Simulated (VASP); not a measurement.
Wanted: the native input for a VASP 6.6.1 run.

| Quantity | Value |
| --- | --- |
| Task | single point |
| Functional | PBEsol |
| Potentials or basis | VASP PAW PBE potentials, release 64 (I, Ca_sv) |
| Cutoff | 520 eV |
| k mesh | 7 × 7 × 6 |
| Occupations | fermi-dirac, width 0.05 eV |
| Spin | no spin polarisation |
| Dipole correction | no |
| Further INCAR settings | ALGO = Normal; EDIFF = 1e-07; NBANDS = 16 |

The structure of CaI lies in POSCAR:

```
CaI
1.0
    3.7662713880      0.0000000000      0.0000000000
   -1.8831356940      3.2616866995      0.0000000000
    0.0000000000      0.0000000000      4.1494270185
I Ca
1 1
Direct
    0.6666666667      0.3333333333      0.0000000000
    0.0000000000      0.0000000000      0.5000000000
```

One way to write it, as run:

INCAR

```
  PREC = Accurate
  ENCUT = 520
  EDIFF = 1E-7
  ISMEAR = -1
  SIGMA = 0.05
  LREAL = F
  LASPH = T
  NELM = 100
  ALGO = Normal
  ISIF = 2
  LWAVE = F
  LCHARG = T
  GGA = PS
  LELF = T
  LVHAR = T
  NBANDS = 16
```

KPOINTS

```
regular mesh
0
Gamma
  7 7 6
```

Potentials or basis: VASP PAW PBE potentials, release 64 (I, Ca_sv).

The run is started by

```bash
$ cat potpaw_PBE.64/I/POTCAR potpaw_PBE.64/Ca_sv/POTCAR > POTCAR
$ mpirun -np 1 vasp_std > vasp.out
```

It gave:

- Pressure: 10.2 GPa

Caveat: the PAW data sets were made with another functional, which shifts forces and pressure a little; an odd number of electrons without spin polarisation forces a metal; a magnetic or distorted state may lie lower.

It took 22 s on 1 thread of Intel(R) Xeon(R) Platinum 8488C (Sapphire Rapids) (shared host), peak memory 0.18 GiB.
